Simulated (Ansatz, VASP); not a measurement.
# One calculation of AlN, two programs

```
CELL_PARAMETERS angstrom
3.07033 0.00000 0.00000
0.00000 4.34210 0.00000
0.00000 0.00000 3.07033
ATOMIC_POSITIONS crystal
Al 0.00000 0.00000 0.00000
Al 0.50000 0.50000 0.50001
N 0.50000 0.25000 0.00000
N 0.00000 0.75000 0.50001
```

Alike in both runs: task single point; functional LDA; k mesh 6 × 4 × 6; occupations gaussian, width 0.1 eV; no spin polarisation.

```csv
,VASP,Ansatz
version,VASP 6.6.1,Ansatz 0.2.0
potentials or method,"VASP PAW LDA potentials, release 64 (Al, N), cutoff 600 eV","scalar-relativistic, plane waves, PAW"
valence electrons in the cell,16,16
```

|  | VASP | Ansatz | Ansatz less VASP |
| --- | --- | --- | --- |
| gap on the k mesh at the Fermi level (eV) | 3.23 | 3.25 | +0.019 |
| least direct gap on the mesh (eV) | 3.23 | 3.25 | +0.019 |
| pressure (GPa) | 0.5 | 0.0 | -0.55 |

Ansatz warns that its potentials were made for another functional, while VASP's fit it. LDA's correlation is that of Perdew and Zunger in VASP and of Perdew and Wang (1992) in Ansatz. Ansatz's warnings: structure snapped to symmetry.
